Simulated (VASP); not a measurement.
A run of VASP 6.6.1 is set up as follows.

INCAR

```
SYSTEM = NaBI4
ALGO = Normal ; EDIFF = 1E-6
ENCUT = 520 ; GGA = PE
ISIF = 2 ; ISMEAR = 0
LASPH = .TRUE. ; LCHARG = .FALSE.
LREAL = .FALSE. ; LWAVE = .FALSE.
NBANDS = 28 ; NELM = 100
PREC = Accurate ; SIGMA = 0.1
```

File KPOINTS:

```
k-points
0
G
  4 4 4
  0 0 0
```

Contents of POSCAR:

```
NaBI4
1.0
   -4.2161339682      4.2161339682      3.8575177764
    4.2161339682     -4.2161339682      3.8575177764
    4.2161339682      4.2161339682     -3.8575177764
Na B I
1 1 4
Direct
    0.0000000000      0.0000000000      0.0000000000
    0.5000000000      0.5000000000      0.0000000000
    0.1748076648      0.1748076648      0.6905273264
    0.4842803383      0.4842803383      0.3094726736
    0.8251923352      0.5157196617      0.0000000000
    0.5157196617      0.8251923352      0.0000000000
```

Potentials or basis: VASP PAW PBE potentials, release 64 (Na_pv, B, I).

Launch:

```console
$ cat potpaw_PBE.64/Na_pv/POTCAR potpaw_PBE.64/B/POTCAR potpaw_PBE.64/I/POTCAR > POTCAR
$ mpirun -np 1 vasp_std > vasp.out
```

Q: Predict the largest force.

A: 0.009 eV/Å.

Q: What does it give for the pressure?

A: 0.0 GPa.

Q: What does it give for the band gap on the k mesh?

A: 2.76 eV.

Stress tensor (GPa, compression positive):
```
-0.03  0.00  0.00
 0.00 -0.03  0.00
 0.00  0.00  0.09
```

Caveat: spin-orbit coupling is left out, which moves the levels of the heavy elements. A k mesh can miss the band edges.
